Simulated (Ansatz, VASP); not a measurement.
**Be2CdO3: VASP beside Ansatz**

```
CELL_PARAMETERS angstrom
2.80830 0.00000 0.00000
-1.40415 2.43206 0.00000
0.00000 0.00000 7.36414
ATOMIC_POSITIONS crystal
Be 0.33333 0.66667 0.35705
Be 0.66667 0.33333 0.64295
Cd 0.00000 0.00000 0.00000
O 0.33333 0.66667 0.77315
O 0.66667 0.33333 0.22685
O 0.00000 0.00000 0.50000
```

Change from the starting cell: species swapped into the Li3PrBi2 type (P-3m1, No. 164).

Alike in both runs: functional PBE; k mesh 4 × 4 × 2; occupations gaussian, width 0.15 eV; no spin polarisation.

Ansatz relaxed the structure, and its values are those at the end. VASP's run is a single point on that final structure, the one shown.

|  | VASP | Ansatz |
| --- | --- | --- |
| version | VASP 6.6.1 | Ansatz 0.2.0 |
| potentials or method | VASP PAW PBE potentials, release 64 (Be, Cd, O), cutoff 600 eV | scalar-relativistic, plane waves, PAW |
| valence electrons in the cell | 34 | 42 |

Ansatz gave:

* gap on the k mesh at the Fermi level (eV): 1.80
* least direct gap on the mesh (eV): 2.17
* pressure (GPa): 0.1
* rms of the force components (eV/Å): 0.002

Q: What did VASP give for the same quantities?

A: gap on the k mesh at the Fermi level (eV): 1.79; least direct gap on the mesh (eV): 2.15; pressure (GPa): 1.0; rms of the force components (eV/Å): 0.039.

VASP's potentials hold 34 valence electrons a cell and Ansatz's 42, so a difference there can come from the potentials and not from the codes.

The k mesh is coarse, so the values compare programs but aren't converged.
